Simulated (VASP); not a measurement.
The system is MgS.

```
S Mg
1.0
     4.03462    0.00000    0.00000
    -2.01731    3.49409    0.00000
     0.00000    0.00000    6.43229
S Mg
2 2
Direct
  0.66667 0.33333 0.87924
  0.33333 0.66667 0.37924
  0.33333 0.66667 0.99575
  0.66667 0.33333 0.49575
```

Base run:

| Property | Result |
| --- | --- |
| Program | VASP 6.6.1 |
| Functional | PBE |
| Potentials or basis | VASP PAW PBE potentials, release 64 (S, Mg) |
| Cutoff | 520 eV |
| k mesh | 8 × 8 × 4 |
| Occupations | fermi-dirac, width 0.05 eV |
| Spin | no spin polarisation |

Its results: band gap on the k mesh 3.43 eV, direct; pressure 0.9 GPa; largest force 0.048 eV/Å.

**Question.** After a change of settings the same cell gave: band gap on the k mesh 3.16 eV, direct; pressure -2.4 GPa; largest force 0.054 eV/Å. Which change was it?
A. functional from PBE to r2SCAN
B. functional from PBE to LDA; potentials or basis from VASP PAW PBE potentials, release 64 (S, Mg) to VASP PAW LDA potentials, release 64 (S, Mg)
C. functional from PBE to PBEsol

**Answer.** B.
